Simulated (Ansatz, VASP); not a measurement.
## One calculation of Zn8O9, two programs

```
CELL_PARAMETERS angstrom
-3.21900 -5.57547 0.00000
4.82850 -2.78774 0.00000
0.00000 0.00000 5.14890
ATOMIC_POSITIONS crystal
Zn 0.49720 0.34183 0.00992
Zn 0.50026 0.66977 0.48543
Zn 0.24364 0.84607 0.00197
Zn 0.24308 0.14677 0.52651
Zn 0.98913 0.34198 0.01013
Zn 0.98755 0.67024 0.48606
Zn 0.74354 0.82169 0.99659
Zn 0.74314 0.19573 0.49742
O 0.47304 0.32768 0.40525
O 0.47784 0.67923 0.86156
O 0.24393 0.83046 0.37712
O 0.24321 0.18436 0.90443
O 0.01327 0.32804 0.40533
O 0.00924 0.67924 0.86214
O 0.74383 0.86612 0.39213
O 0.74330 0.14342 0.87325
O 0.74294 0.50184 0.14813
```

Alike in both runs: functional PBEsol; k mesh 2 × 2 × 2; occupations fermi-dirac, width 0.05 eV; collinear spin.

Ansatz relaxed the structure, and its values are those at the end. VASP's run is a single point on that final structure, the one shown.

|  | VASP | Ansatz |
| --- | --- | --- |
| version | VASP 6.6.1 | Ansatz 0.2.0 |
| potentials or method | VASP PAW PBE potentials, release 64 (Zn, O), cutoff 520 eV | scalar-relativistic, plane waves, PAW |
| valence electrons in the cell | 150 | 150 |

VASP gave:

| Item | Value |
| --- | --- |
| rms of the force components (eV/Å) | 0.018 |
| net moment per atom (μB) | 0.11 |
| size of the moment on the site where the two differ most (μB) | 0.60 |

Question: What did Ansatz give for the same quantities?

Answer: rms of the force components (eV/Å): 0.004; net moment per atom (μB): 0.11; size of the moment on the site where the two differ most (μB): 0.63.

VASP's potentials were made for PBE, not for PBEsol. Site moments also hang on the region over which each program counts them.

The k mesh is coarse, so the values compare programs but aren't converged.
